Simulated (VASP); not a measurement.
Be:

```
CELL_PARAMETERS angstrom
-1.25312 1.25312 1.25312
1.25312 -1.25312 1.25312
1.25312 1.25312 -1.25312
ATOMIC_POSITIONS crystal
Be 0.00000 0.00000 0.00000
```

This isn't the form of Be at room conditions, which is hcp.

Program: VASP 6.6.1. Alike in all runs: task single point; potentials or basis VASP PAW PBE potentials, release 64 (Be); no spin polarisation; cell as given.

Order these runs on this cell by their pressure, lowest first.
A. level b88 exchange, pbe correlation; k mesh 15 × 15 × 15; cutoff (eV) 600; smearing tetrahedron
B. level B3LYP+D4; k mesh 11 × 11 × 11; cutoff (eV) 520; smearing gaussian 0.02 eV; grid for exact exchange (PRECFOCK) Normal; share of exact exchange 0.2
C. level PBEsol+D4; k mesh 15 × 15 × 15; cutoff (eV) 600; smearing fermi-dirac 0.1 eV

B (-5.8 GPa), C (-2.8 GPa), A (0.5 GPa).

Caveats: the PAW data sets were made with another functional, which shifts forces and pressure a little; tetrahedron occupations give inexact forces and stress in metals (at least some runs); the cell stands under tension (at least some runs).
